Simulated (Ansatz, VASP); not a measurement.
**One calculation of B4As3N, two programs**

POSCAR

```
B4As3N
1.0
    3.2274687110      0.0000000000      0.0000000000
    0.0000000000      3.2006388490      4.5372384035
    0.0000000000     -3.2006388490      4.5372384035
N As B
1 3 4
Direct
    0.0000000000      0.0068514926      0.0068514926
    0.5000000000      0.0050050307      0.4929060888
    0.5000000000      0.4929060888      0.0050050307
    0.0000000000      0.5013048213      0.5013048213
    0.5000000000      0.8949106931      0.8949106931
    0.0000000000      0.8956064981      0.3261654933
    0.0000000000      0.3261654933      0.8956064981
    0.5000000000      0.3772498821      0.3772498821
```

The input INCAR.step1:

```
SYSTEM = B4As3N
  ALGO = Normal
  EDIFF = 1E-5
  ENCUT = 520
  GGA = PE
  GGA_COMPAT = .FALSE.
  ISIF = 2
  ISMEAR = -1
  KPAR = 4
  LASPH = .TRUE.
  LCHARG = .FALSE.
  LREAL = .FALSE.
  LWAVE = .TRUE.
  NBANDS = 26
  NELM = 120
  PREC = Accurate
  SIGMA = 0.02
```

INCAR.step2

```
SYSTEM = B4As3N
  ALGO = Normal
  EDIFF = 1E-6
  ENCUT = 520
  GGA = PE
  GGA_COMPAT = .FALSE.
  HFSCREEN = 0.2079
  ISIF = 2
  ISMEAR = -1
  ISTART = 1
  KPAR = 4
  LASPH = .TRUE.
  LCHARG = .FALSE.
  LHFCALC = .TRUE.
  LREAL = .FALSE.
  LWAVE = .FALSE.
  NBANDS = 26
  NELM = 120
  PREC = Accurate
  PRECFOCK = Normal
  SIGMA = 0.02
```

The input KPOINTS:

```
k-points
0
G
  4 4 4
  0 0 0
```

Input for Ansatz:

```yaml
crystal:
  lattice:
    - [3.227468711, 0.0, 0.0]
    - [0.0, 3.200638849, 4.5372384035]
    - [0.0, -3.200638849, 4.5372384035]
  atoms:
    - { symbol: "N", position: [0.0, 0.0068514926, 0.0068514926] }
    - { symbol: As, position: [0.5, 0.0050050307, 0.4929060888] }
    - { symbol: As, position: [0.5, 0.4929060888, 0.0050050307] }
    - { symbol: As, position: [0.0, 0.5013048213, 0.5013048213] }
    - { symbol: B, position: [0.5, 0.8949106931, 0.8949106931] }
    - { symbol: B, position: [0.0, 0.8956064981, 0.3261654933] }
    - { symbol: B, position: [0.0, 0.3261654933, 0.8956064981] }
    - { symbol: B, position: [0.5, 0.3772498821, 0.3772498821] }
kpoints:
  mp_grid: { grid: [4, 4, 4] }
  band_path:
    path:
      - [0.0, 0.0, 0.0]
      - [0.0, 0.5, 0.5]
      - [0.0, 0.6255972002, 0.3744027998]
      - [0.0, 0.3744027998, -0.3744027998]
      - [0.5, 0.0, 0.0]
      - [0.5, 0.3744027998, -0.3744027998]
      - [0.5, 0.6255972002, 0.3744027998]
      - [0.5, 0.5, 0.5]
      - [0.0, 0.5, 0.0]
      - [0.0, 0.1123208399, -0.1123208399]
      - [0.05, 0.0, 0.0]
      - [0.0, 0.1, 0.0]
    npoints: 1
hamiltonian:
  xc: hse06
scf:
  occupations: { method: fermi_dirac, width: 0.02 }
  n_extra_bands: 6
output:
  forces: true
  stress: true
  eigenvalues: true
```

Alike in both runs: task single point; functional HSE06; k mesh 4 × 4 × 4; occupations fermi-dirac, width 0.02 eV; no spin polarisation.

|  | VASP | Ansatz |
| --- | --- | --- |
| version | VASP 6.6.1 | Ansatz 0.2.0 |
| potentials or method | VASP PAW PBE potentials, release 64 (N, As, B) | plane waves, PAW |
| plane-wave cutoff (eV) | 520 | 420 |
| valence electrons in the cell | 32 | 62 |

Ansatz gave:

| Property | Result |
| --- | --- |
| pressure (GPa) | -1.6 |
| traceless stress, the component that is largest in VASP (GPa) | 0.81 |
| rms of the force components (eV/Å) | 0.061 |

Task: What did VASP give for the same quantities?

Result: Pressure (GPa): -1.6; traceless stress, the component that is largest in VASP (GPa): 0.77; rms of the force components (eV/Å): 0.062.

Atom by atom the forces differ by 0.003 eV/Å (rms over components). The functional is the same, so the differences come from potentials, cutoffs and numerics. VASP's potentials hold 32 valence electrons a cell and Ansatz's 62, so a difference there can come from the potentials and not from the codes. Ansatz's warnings: stress exchange threshold loose, stress scf threshold loose.

The k mesh is coarse, so the values compare programs but aren't converged.
